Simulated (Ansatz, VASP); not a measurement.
LiHf2O2: VASP beside Ansatz

```
Li Hf O
1.0
     3.39732    0.00000    0.00000
     0.00000    3.39732    0.00000
     0.00000    0.00000    6.89998
Li Hf O
1 2 2
Direct
  0.00000 0.00000 0.00000
  0.00000 0.00000 0.70786
  0.00000 0.00000 0.29214
  0.00000 0.50000 0.00000
  0.50000 0.00000 0.00000
```

Alike in both runs: functional PBE; k mesh 6 × 6 × 2; occupations gaussian, width 0.1 eV; no spin polarisation.

Ansatz relaxed the structure, and its values are those at the end. VASP's run is a single point on that final structure, the one shown.

```csv
,VASP,Ansatz
version,VASP 6.6.1,Ansatz 0.2.0
potentials or method,"VASP PAW PBE potentials, release 64 (Li_sv, Hf_pv, O), cutoff 520 eV","scalar-relativistic, plane waves, PAW"
valence electrons in the cell,35,67
```

VASP gave:

* gap on the k mesh at the Fermi level (eV): none
* rms of the force components (eV/Å): 0.020

Q: What did Ansatz give for the same quantities?

A: gap on the k mesh at the Fermi level (eV): none; rms of the force components (eV/Å): 0.002.

A gap of «none» marks a metal or a gap that the smearing closes. VASP's potentials hold 35 valence electrons a cell and Ansatz's 67, so a difference there can come from the potentials and not from the codes.

The k mesh is coarse, so the values compare programs but aren't converged. Neither program's run includes spin-orbit coupling. Noted on VASP's run: the cutoff is short for stress, so the pressure is rough.
